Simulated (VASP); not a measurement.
Set up this calculation in VASP 6.6.1, as the native input.

| Quantity | Value |
| --- | --- |
| Task | single point |
| Functional | PBE |
| Potentials or basis | VASP PAW PBE potentials, release 64 (Ba_sv, B_h, Cl) |
| Cutoff | 910 eV |
| k mesh | 4 × 4 × 4 |
| Occupations | gaussian, width 0.1 eV |
| Spin | no spin polarisation |
| Dipole correction | no |
| Further INCAR settings | ALGO = Normal; EDIFF = 1e-06; NBANDS = 25 |

The structure of BaBCl3 lies in POSCAR:

```
BaBCl3
1.0
    4.1560216906      0.0000000000      0.0000000000
    0.0000000000      4.1560216906      0.0000000000
    0.0000000000      0.0000000000     11.0609388172
Ba B Cl
1 1 3
Direct
    0.0000000000      0.0000000000      0.0000000000
    0.0000000000      0.0000000000      0.5000000000
    0.0000000000      0.5000000000      0.1767392122
    0.5000000000      0.0000000000      0.8232607878
    0.5000000000      0.5000000000      0.5000000000
```

The cell was built from a structure type or drawn by symmetry, and may not be a known phase.

The input as run:

INCAR

```
SYSTEM = BaBCl3
  PREC = Accurate
  ENCUT = 910
  EDIFF = 1E-6
  ISMEAR = 0
  SIGMA = 0.1
  LREAL = .False.
  LASPH = .True.
  NELM = 120
  ALGO = Normal
  ISIF = 2
  LWAVE = .False.
  LCHARG = .False.
  GGA = PE
  NBANDS = 25
  GGA_COMPAT = .False.
```

KPOINTS

```
regular mesh
0
Gamma
  4 4 4
  0 0 0
```

Potentials or basis: VASP PAW PBE potentials, release 64 (Ba_sv, B_h, Cl).

Launch:

```bash
$ cat potpaw_PBE.64/Ba_sv/POTCAR potpaw_PBE.64/B_h/POTCAR potpaw_PBE.64/Cl/POTCAR > POTCAR
$ mpirun -np 1 vasp_std > vasp.out
```

Results of the run:

The pressure is 0.4 GPa. The largest force is 0.137 eV/Å. The band gap on the k mesh is 1.83 eV.

Caveat: spin-orbit coupling is left out, which moves the levels of the heavy elements.

Run time: 110 s on 1 thread of Intel(R) Xeon(R) 6975P-C (Granite Rapids) (shared host), peak memory 0.59 GiB.
